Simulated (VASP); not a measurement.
A run of VASP 6.6.1 is set up as follows.

POSCAR

```
VGa3Co
1.0
    3.6878090000      0.0000000000      0.0000000000
    1.8439050000    -10.6449100000      0.0000000000
    0.0000000000      0.0000000000     -3.6150230000
Co Ga V
2 6 2
Direct
    0.2050000000      0.5900000000      0.7500000000
    0.7950000000      0.4100000000      0.2500000000
    0.6530000000      0.6940000000      0.7500000000
    0.3470000000      0.3060000000      0.2500000000
    0.3260000000      0.3480000000      0.7500000000
    0.6740000000      0.6520000000      0.2500000000
    0.5250000000      0.9500000000      0.7500000000
    0.4750000000      0.0500000000      0.2500000000
    0.9280000000      0.1440000000      0.7500000000
    0.0720000000      0.8560000000      0.2500000000
```

Contents of INCAR.step1:

```
SYSTEM = VGa3Co
PREC = Accurate
ENCUT = 660
ISMEAR = -1
SIGMA = 0.1
LREAL = .FALSE.
LASPH = .TRUE.
NELM = 120
NBANDS = 72
ISYM = 0
GGA = PE
ALGO = Normal
EDIFF = 1E-5
LWAVE = .TRUE.
LCHARG = .FALSE.
GGA_COMPAT = .FALSE.
KPAR = 4
```

File INCAR.step2:

```
SYSTEM = VGa3Co
PREC = Accurate
ENCUT = 660
EDIFF = 1E-6
ISMEAR = -1
SIGMA = 0.1
LREAL = .FALSE.
LASPH = .TRUE.
NELM = 120
ALGO = Normal
ISIF = 2
LWAVE = .FALSE.
LCHARG = .TRUE.
METAGGA = R2SCAN
LMIXTAU = .TRUE.
LVHAR = .TRUE.
NBANDS = 72
ISYM = 0
ISTART = 1
GGA_COMPAT = .FALSE.
KPAR = 4
```

File KPOINTS:

```
Automatic mesh
0
Gamma
  5 5 5
  0.5 0.5 0.5
```

Potentials or basis: VASP PAW PBE potentials, release 64 (Co, Ga_d, V_sv).

Command:

```bash
$ cat potpaw_PBE.64/Co/POTCAR potpaw_PBE.64/Ga_d/POTCAR potpaw_PBE.64/V_sv/POTCAR > POTCAR
$ cp INCAR.step1 INCAR
$ mpirun -np 4 vasp_std > vasp.out
$ cp INCAR.step2 INCAR
$ mpirun -np 4 vasp_std > vasp.out
```

Q: Estimate the largest force.

A: 9.018 eV/Å.

Q: Predict the band gap on the k mesh.

A: Zero (bands 61 and 62 overlap by 0.32 eV).

Q: What does it give for the pressure?

A: 35.1 GPa.

Stress tensor (GPa, compression positive):
```
 -2.00   0.00   0.00
  0.00   1.10   0.00
  0.00   0.00 106.06
```

Caveat: the cell stands under pressure; the PAW data sets were made with another functional, which shifts forces and pressure a little; the run has no spin polarisation, though such a crystal can be magnetic. Spin polarisation is off, so any magnetic state and its effect on volume and gap are missing.
